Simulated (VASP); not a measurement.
Wanted: the native input for a VASP 6.6.1 run.

* Task: single point
* Functional: PBE
* Potentials or basis: VASP PAW PBE potentials, release 64 (Cr_pv, Fe)
* Cutoff: 600 eV
* k mesh: 10 × 10 × 10
* Occupations: fermi-dirac, width 0.1 eV
* Spin: no spin polarisation
* Dipole correction: no
* Further INCAR settings: ALGO = Normal; EDIFF = 1e-06; NBANDS = 41

The structure of Cr2Fe lies in POSCAR:

```
Cr2Fe
1.0
    0.0000000000      0.0000000000      4.4292870000
    2.7182750000     -2.7182750000      2.2146440000
    2.7182750000      2.7182750000     -2.2146440000
Cr Fe
4 2
Direct
    0.6600000000      0.5000000000      0.8200000000
    0.1600000000      0.1800000000      0.5000000000
    0.3400000000      0.5000000000      0.1800000000
    0.8400000000      0.8200000000      0.5000000000
    0.2500000000      0.0000000000      0.0000000000
    0.7500000000      0.0000000000      0.0000000000
```

These files were run (other wordings do the same):

INCAR

```
PREC     = Accurate       # precision mode
ENCUT    = 600            # plane-wave cutoff, eV
EDIFF    = 1E-6           # SCF threshold, eV
ISMEAR   = -1             # smearing method
SIGMA    = 0.1            # smearing width, eV
LREAL    = False          # projectors in reciprocal space
LASPH    = True           # aspherical terms in the spheres
NELM     = 120            # most SCF steps
ALGO     = Normal         # electronic algorithm
ISIF     = 2              # what is computed and relaxed
LWAVE    = False          # write WAVECAR
LCHARG   = False          # write CHGCAR
GGA      = PE             # functional
NBANDS   = 41             # bands
GGA_COMPAT= False
```

KPOINTS

```
regular mesh
0
Gamma
  10 10 10
```

Potentials or basis: VASP PAW PBE potentials, release 64 (Cr_pv, Fe).

Run with:

```sh
$ cat potpaw_PBE.64/Cr_pv/POTCAR potpaw_PBE.64/Fe/POTCAR > POTCAR
$ mpirun -np 1 vasp_std > vasp.out
```

Results of the run:

```
Pressure               : 18.9 GPa
Largest force          : 0.948 eV/Å
Band gap on the k mesh : zero (band 32 reaches 10.32 eV, above the bottom of band 33 at 9.63 eV)
```

Caveat: the run has no spin polarisation, though such a crystal can be magnetic.

Run time: 12 min on 1 thread of Intel Xeon 8259CL, on a shared host, peak memory 0.4 GiB.
